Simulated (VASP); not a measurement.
A run of VASP 6.6.1 is set up as follows.

File INCAR:

```
SYSTEM = TiSi2
PREC     = Accurate       ! precision mode
ENCUT    = 520            ! plane-wave cutoff, eV
EDIFF    = 1E-7           ! SCF threshold, eV
ISMEAR   = 0              ! smearing method
SIGMA    = 0.15           ! smearing width, eV
LREAL    = .FALSE.        ! projectors in reciprocal space
LASPH    = .TRUE.         ! aspherical terms in the spheres
NELM     = 100            ! most SCF steps
ALGO     = Normal         ! electronic algorithm
ISIF     = 2              ! what is computed and relaxed
LWAVE    = .FALSE.        ! write WAVECAR
LCHARG   = .TRUE.         ! write CHGCAR
GGA      = PE             ! functional
LELF     = .TRUE.         ! ELF
LVHAR    = .TRUE.       
NBANDS   = 29             ! bands
```

Contents of KPOINTS:

```
regular mesh
0
G
  12 12 12
  0 0 0
```

The input POSCAR:

```
TiSi2
1.0
    1.8052884359     -6.7194880973      0.0000000000
    1.8052884359      6.7194880973      0.0000000000
    0.0000000000      0.0000000000      3.6428493584
Ti Si
2 4
Direct
    0.8968075258      0.1031924742      0.7500000000
    0.1031924742      0.8968075258      0.2500000000
    0.5591373591      0.4408626409      0.7500000000
    0.4408626409      0.5591373591      0.2500000000
    0.2498287182      0.7501712818      0.7500000000
    0.7501712818      0.2498287182      0.2500000000
```

Potentials or basis: VASP PAW PBE potentials, release 64 (Ti_sv, Si).

Run with:

```bash
$ cat potpaw_PBE.64/Ti_sv/POTCAR potpaw_PBE.64/Si/POTCAR > POTCAR
$ mpirun -np 1 vasp_std > vasp.out
```

(1) What does it give for the band gap on the k mesh?

(2) What does it give for the largest force?

Answers

(1) zero (bands 20 and 21 overlap by 0.96 eV).

(2) 0.130 eV/Å.

Caveat: the cell stands under tension.
